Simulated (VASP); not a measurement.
Here is a VASP 6.6.1 calculation.

Contents of POSCAR:

```
BaZrO3
1.0
    4.2327588300      0.0000000000      0.0000000000
    0.0000000000      4.2327588300      0.0000000000
    0.0000000000      0.0000000000      4.2327588300
Ba Zr O
1 1 3
Direct
    0.0000000000      0.0000000000      0.0000000000
    0.5000000000      0.5000000000      0.5000000000
    0.0000000000      0.5000000000      0.5000000000
    0.5000000000      0.0000000000      0.5000000000
    0.5000000000      0.5000000000      0.0000000000
```

File INCAR.step1:

```
SYSTEM = BaZrO3
PREC = Accurate
ENCUT = 520
ISMEAR = -1
SIGMA = 0.02
LREAL = .False.
LASPH = .True.
NELM = 80
NBANDS = 28
GGA = PE
ALGO = Normal
EDIFF = 1E-4
LWAVE = .True.
LCHARG = .False.
```

Contents of INCAR.step2:

```
SYSTEM = BaZrO3
PREC = Accurate
ENCUT = 520
EDIFF = 1E-7
ISMEAR = -1
SIGMA = 0.02
LREAL = .False.
LASPH = .True.
NELM = 80
ALGO = Normal
ISIF = 2
LWAVE = .False.
LCHARG = .False.
METAGGA = R2SCAN
LMIXTAU = .True.
NBANDS = 28
ISTART = 1
```

File KPOINTS:

```
regular mesh
0
Gamma
  8 8 8
  0 0 0
```

Potentials or basis: VASP PAW PBE potentials, release 64 (Ba_sv, Zr_sv, O).

Run with:

```bash
$ cat potpaw_PBE.64/Ba_sv/POTCAR potpaw_PBE.64/Zr_sv/POTCAR potpaw_PBE.64/O/POTCAR > POTCAR
$ cp INCAR.step1 INCAR
$ mpirun -np 1 vasp_std > vasp.out
$ cp INCAR.step2 INCAR
$ mpirun -np 1 vasp_std > vasp.out
```

**Question.** Predict the band gap on the k mesh.

**Answer.** 3.63 eV (least direct gap 3.90 eV).

**Question.** Estimate the pressure.

**Answer.** -2.1 GPa.

Caveat: the PAW data sets were made with another functional, which shifts forces and pressure a little; spin-orbit coupling is left out, which moves the levels of the heavy elements. r2SCAN opens gaps a little over a GGA but as a rule still falls short of measured ones.
